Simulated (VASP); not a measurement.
Input of a VASP 6.6.1 run:

INCAR

```
PREC = Accurate
ENCUT = 600
EDIFF = 1E-6
ISMEAR = 0
SIGMA = 0.1
LREAL = False
LASPH = True
NELM = 80
ALGO = Fast
ISIF = 3
LWAVE = False
LCHARG = False
GGA = PE
IBRION = 2
NSW = 100
EDIFFG = -0.01
```

Contents of KPOINTS:

```
regular mesh
0
Gamma
  12 12 12
```

POSCAR

```
SrMo3
1.0
    4.2804449759      0.0000000000      0.0000000000
    0.0000000000      4.2804449759      0.0000000000
    0.0000000000      0.0000000000      4.2804449759
Sr Mo
1 3
Direct
    0.0000000000      0.0000000000      0.0000000000
    0.0000000000      0.5000000000      0.5000000000
    0.5000000000      0.0000000000      0.5000000000
    0.5000000000      0.5000000000      0.0000000000
```

Potentials or basis: VASP PAW PBE potentials, release 64 (Sr_sv, Mo_sv).

Run with:

```sh
$ cat potpaw_PBE.64/Sr_sv/POTCAR potpaw_PBE.64/Mo_sv/POTCAR > POTCAR
$ mpirun -np 1 vasp_std > vasp.out
```

(1) Estimate the relaxed cell.

(2) Estimate the relaxed volume.

## Answers

(1) a = 4.285 Å, b = 4.285 Å, c = 4.285 Å, α = 90.00°, β = 90.00°, γ = 90.00°.

(2) 19.66 Å³/atom.
